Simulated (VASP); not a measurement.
Input of a VASP 6.6.1 run:

INCAR

```
SYSTEM = Mg3H2
ALGO     = Normal         ! electronic algorithm
EDIFF    = 1E-6           ! SCF threshold, eV
EDIFFG   = -0.04          ! ionic threshold
ENCUT    = 600            ! plane-wave cutoff, eV
GGA      = PE             ! functional
IBRION   = 2              ! ionic algorithm
ISIF     = 3              ! what is computed and relaxed
ISMEAR   = 0              ! smearing method
LASPH    = .TRUE.         ! aspherical terms in the spheres
LCHARG   = .FALSE.        ! write CHGCAR
LREAL    = .FALSE.        ! projectors in reciprocal space
LWAVE    = .FALSE.        ! write WAVECAR
NELM     = 100            ! most SCF steps
NSW      = 90             ! ionic steps
PREC     = Accurate       ! precision mode
SIGMA    = 0.1            ! smearing width, eV
```

KPOINTS

```
k-points
0
G
  4 4 4
  0 0 0
```

The input POSCAR:

```
Mg3H2
1.0
    4.2412093400      0.0000000000      0.0000000000
    0.0000000000      4.2412093400      0.0000000000
    0.0000000000      0.0000000000      4.2412093400
Mg H
3 2
Direct
    0.0000000000      0.5000000000      0.5000000000
    0.5000000000      0.0000000000      0.5000000000
    0.5000000000      0.5000000000      0.0000000000
    0.0000000000      0.0000000000      0.0000000000
    0.5000000000      0.5000000000      0.5000000000
```

Potentials or basis: VASP PAW PBE potentials, release 64 (Mg, H).

Command:

```console
$ cat potpaw_PBE.64/Mg/POTCAR potpaw_PBE.64/H/POTCAR > POTCAR
$ mpirun -np 1 vasp_std > vasp.out
```

**Question.** Estimate the relaxed volume.

**Answer.** 16.57 Å³/atom.

**Question.** Predict the relaxed cell.

**Answer.** a = 4.360 Å, b = 4.360 Å, c = 4.360 Å, α = 90.00°, β = 90.00°, γ = 90.00°.

**Question.** Estimate the space group after relaxing (to 0.1 Å).

**Answer.** Pm-3m (No. 221).

Final structure:
```cif
data_structure
_symmetry_space_group_name_H-M 'P 1'
_symmetry_Int_Tables_number 1
_cell_length_a 4.3595
_cell_length_b 4.3595
_cell_length_c 4.3595
_cell_angle_alpha 90.000
_cell_angle_beta 90.000
_cell_angle_gamma 90.000
_cell_volume 82.86
loop_
_atom_site_label
_atom_site_type_symbol
_atom_site_fract_x
_atom_site_fract_y
_atom_site_fract_z
_atom_site_occupancy
Mg1 Mg 0.00000 0.50000 0.50000 1
Mg2 Mg 0.50000 0.00000 0.50000 1
Mg3 Mg 0.50000 0.50000 0.00000 1
H1 H 0.00000 0.00000 0.00000 1
H2 H 0.50000 0.50000 0.50000 1
```

Caveat: the k points lie up to 0.36 Å⁻¹ apart in the final cell; the highest band is partly filled, so the run has too few bands.
